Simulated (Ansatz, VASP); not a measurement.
Two plane-wave programs on Hg

The input INCAR:

```
  PREC = Accurate
  ENCUT = 520
  EDIFF = 1E-6
  ISMEAR = -1
  SIGMA = 0.05
  LREAL = False
  LASPH = True
  NELM = 80
  ALGO = Normal
  ISIF = 2
  LWAVE = False
  LCHARG = False
  GGA = PE
  NBANDS = 19
```

File KPOINTS:

```
Automatic mesh
0
Gamma
  10 10 10
```

Contents of POSCAR:

```
Hg
1.0
   -2.9100907681      2.9100907681      1.5619981880
    2.9100907681     -2.9100907681      1.5619981880
    2.9100907681      2.9100907681     -1.5619981880
Hg
2
Direct
    0.0000000000      0.0000000000      0.0000000000
    0.7500000000      0.2500000000      0.5000000000
```

input.yaml

```yaml
crystal:
  lattice:
    - [-2.9100907681, 2.9100907681, 1.561998188]
    - [2.9100907681, -2.9100907681, 1.561998188]
    - [2.9100907681, 2.9100907681, -1.561998188]
  atoms:
    - { symbol: Hg, position: [0.0, 0.0, 0.0] }
    - { symbol: Hg, position: [0.75, 0.25, 0.5] }
hamiltonian:
  xc: pbe
  pseudopotentials: { kind: paw }
kpoints:
  mp_grid: { grid: [10, 10, 10] }
scf:
  occupations: { method: fermi_dirac, width: 0.05 }
output:
  forces: true
  stress: true
  eigenvalues: true
```

Alike in both runs: task single point; functional PBE; k mesh 10 × 10 × 10; occupations fermi-dirac, width 0.05 eV; no spin polarisation.

|  | VASP | Ansatz |
| --- | --- | --- |
| version | VASP 6.6.1 | Ansatz 0.2.0 |
| potentials or method | VASP PAW PBE potentials, release 64 (Hg) | Ansatz PAW |
| plane-wave cutoff (eV) | 520 | 420 |
| valence electrons in the cell | 24 | 40 |

Ansatz gave:

- gap on the k mesh at the Fermi level (eV): none
- pressure (GPa): 2.1
- traceless stress, the component that is largest in VASP (GPa): -0.05

Problem. What did VASP give for the same quantities?

Solution. gap on the k mesh at the Fermi level (eV): none; pressure (GPa): 2.3; traceless stress, the component that is largest in VASP (GPa): -0.08.

A gap of «none» marks a metal or a gap that the smearing closes. With one functional, cell and mesh, what is left measures potentials, basis and numerics. VASP's potentials hold 24 valence electrons a cell and Ansatz's 40, so a difference there can come from the potentials and not from the codes.

Neither program's run includes spin-orbit coupling.
